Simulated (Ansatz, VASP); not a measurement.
## Two plane-wave programs on BeTe

INCAR

```
SYSTEM = BeTe
PREC     = Accurate       ! precision mode
ENCUT    = 600            ! plane-wave cutoff, eV
EDIFF    = 1E-6           ! SCF threshold, eV
ISMEAR   = 0              ! smearing method
SIGMA    = 0.1            ! smearing width, eV
LREAL    = .FALSE.        ! projectors in reciprocal space
LASPH    = .TRUE.         ! aspherical terms in the spheres
NELM     = 120            ! most SCF steps
ALGO     = Normal         ! electronic algorithm
ISIF     = 2              ! what is computed and relaxed
LWAVE    = .FALSE.        ! write WAVECAR
LCHARG   = .TRUE.         ! write CHGCAR
GGA      = PS             ! functional
LELF     = .TRUE.         ! ELF
LVHAR    = .TRUE.       
NBANDS   = 11             ! bands
GGA_COMPAT= .FALSE.
```

The input KPOINTS:

```
regular mesh
0
G
  6 6 6
  0 0 0
```

File POSCAR:

```
BeTe
1.0
    0.0000000000      2.8150000000      2.8150000000
    2.8150000000      0.0000000000      2.8150000000
    2.8150000000      2.8150000000      0.0000000000
Be Te
1 1
Direct
    0.0000000000      0.0000000000      0.0000000000
    0.2500000000      0.2500000000      0.2500000000
```

Input for Ansatz:

```yaml
crystal:
  lattice:
    - [0.0, 2.815, 2.815]
    - [2.815, 0.0, 2.815]
    - [2.815, 2.815, 0.0]
  atoms:
    - { symbol: Be, position: [0.0, 0.0, 0.0] }
    - { symbol: Te, position: [0.25, 0.25, 0.25] }
basis:
  ecutwfc: 420
kpoints:
  mp_grid: { grid: [6, 6, 6] }
hamiltonian:
  xc: pbesol
  pseudopotentials: { kind: paw, azcp: { folder: soft_1 } }
scf:
  occupations: { method: gaussian, width: 0.1 }
output:
  forces: true
  stress: true
  eigenvalues: true
```

Alike in both runs: task single point; functional PBEsol; k mesh 6 × 6 × 6; occupations gaussian, width 0.1 eV; no spin polarisation.

```csv
,VASP,Ansatz
version,VASP 6.6.1,Ansatz 0.2.0
potentials or method,"VASP PAW PBE potentials, release 64 (Be, Te), cutoff 600 eV","scalar-relativistic, plane waves, PAW"
valence electrons in the cell,8,18
```

|  | VASP | Ansatz | Ansatz less VASP |
| --- | --- | --- | --- |
| gap on the k mesh at the Fermi level (eV) | 1.85 | 1.87 | +0.017 |
| least direct gap on the mesh (eV) | 3.60 | 3.62 | +0.020 |
| pressure (GPa) | -0.5 | -0.7 | -0.24 |

VASP's potentials were made for PBE, not for PBEsol, and Ansatz warns of the same on its side. The functional is the same, so the differences come from potentials, cutoffs and numerics. VASP's potentials hold 8 valence electrons a cell and Ansatz's 18, so a difference there can come from the potentials and not from the codes.

Neither program's run includes spin-orbit coupling.
